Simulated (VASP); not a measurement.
Runs of VASP 6.6.1 on HfO2. The structure is that of space group I4/mmm (No. 139), or close to it. The cells are those of the table. 

| cell | gap on the mesh (eV) | pressure (GPa) |
| --- | --- | --- |
| a = 3.861, b = 3.617 Å, angles 62.1, 55.9, 62.1°, 3 atoms | 1.88 | -26.6 |
| a = 3.755, b = 3.617 Å, angles 61.2, 57.6, 61.2°, 3 atoms | 2.77 | -19.7 |
| a = 3.826, b = 3.617 Å, angles 61.8, 56.4, 61.8°, 3 atoms | 2.18 | -24.5 |
| a = 3.419, b = 3.617 Å, angles 58.1, 63.9, 58.1°, 3 atoms | 2.17 | 29.9 |
| a = 3.357, b = 3.617 Å, angles 57.4, 65.2, 57.4°, 3 atoms | 1.31 | 48.2 |
| a = 3.550, b = 3.617 Å, angles 59.4, 61.3, 59.4°, 3 atoms | (b) | 3.5 |
| a = 3.898, b = 3.617 Å, angles 62.4, 55.3, 62.4°, 3 atoms | 1.58 | -28.3 |
| a = 3.484, b = 3.617 Å, angles 58.7, 62.5, 58.7°, 3 atoms | 2.86 | (a) |

Alike in all rows: task single point; level PBE; potentials or basis VASP PAW PBE potentials, release 64 (Hf_pv, O); no spin polarisation; k mesh 8 × 8 × 8; cutoff (eV) 520; smearing gaussian 0.05 eV.

Q: Estimate the missing entries.

A: (a) 15.3; (b) 3.40.

Caveats: spin-orbit coupling is left out, which moves the levels of the heavy elements.

A k mesh can miss the band edges, and the runs leave out spin-orbit coupling on Hf.
